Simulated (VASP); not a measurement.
Input of a VASP 6.6.1 run:

Contents of INCAR:

```
SYSTEM = AgCl
PREC = Accurate ; ENCUT = 520
EDIFF = 1E-6 ; ISMEAR = 0
SIGMA = 0.05 ; LREAL = Auto
LASPH = .TRUE. ; NELM = 80
ALGO = Normal ; ISIF = 2
LWAVE = .FALSE. ; LCHARG = .TRUE.
LDIPOL = .TRUE. ; IDIPOL = 3
DIPOL = 0.5 0.5 0.500 ; GGA = PE
LELF = .TRUE. ; LVHAR = .TRUE.
LVACPOTAV = .TRUE. ; NBANDS = 86
```

KPOINTS

```
regular mesh
0
G
  2 3 1
  0 0 0
```

The input POSCAR:

```
AgCl
1.0
    7.9366307866      0.0000000000      0.0000000000
    0.0000000000      5.6120454490      0.0000000000
    0.0000000000      0.0000000000     21.9524730900
Ag Cl
8 8
Direct
    0.2500000000      0.0000000000      0.3644236331
    0.7500000000      0.0000000000      0.3644236331
    0.5000000000      0.5000000000      0.4548078777
    0.0000000000      0.5000000000      0.4548078777
    0.7500000000      0.0000000000      0.5530471578
    0.2500000000      0.0000000000      0.5530471578
    0.0000000000      0.5000000000      0.6274629620
    0.5000000000      0.5000000000      0.6274629620
    0.2500000000      0.5000000000      0.3644236331
    0.7500000000      0.5000000000      0.3644236331
    0.5000000000      0.0000000000      0.4548078777
    0.0000000000      0.0000000000      0.4548078777
    0.7500000000      0.5000000000      0.5466916843
    0.2500000000      0.5000000000      0.5466916843
    0.0000000000      0.0000000000      0.6372389694
    0.5000000000      0.0000000000      0.6372389694
```

Potentials or basis: VASP PAW PBE potentials, release 64 (Ag, Cl).

Run with:

```sh
$ cat potpaw_PBE.64/Ag/POTCAR potpaw_PBE.64/Cl/POTCAR > POTCAR
$ mpirun -np 1 vasp_std > vasp.out
```

Q: What does it give for the band gap on the k mesh?

A: 1.23 eV.

Q: Predict the largest force.

A: 0.398 eV/Å.

Forces on the atoms (eV/Å):
```
Ag   0.000  0.000  0.398
Ag   0.000  0.000  0.398
Ag   0.000  0.000 -0.305
Ag   0.000  0.000 -0.305
Ag   0.000  0.000  0.006
Ag   0.000  0.000  0.006
Ag   0.000  0.000 -0.005
Ag   0.000  0.000 -0.005
Cl   0.000  0.000  0.052
Cl   0.000  0.000  0.052
Cl   0.000  0.000 -0.131
Cl   0.000  0.000 -0.131
Cl   0.000  0.000 -0.003
Cl   0.000  0.000 -0.003
Cl   0.000  0.000 -0.011
Cl   0.000  0.000 -0.011
```
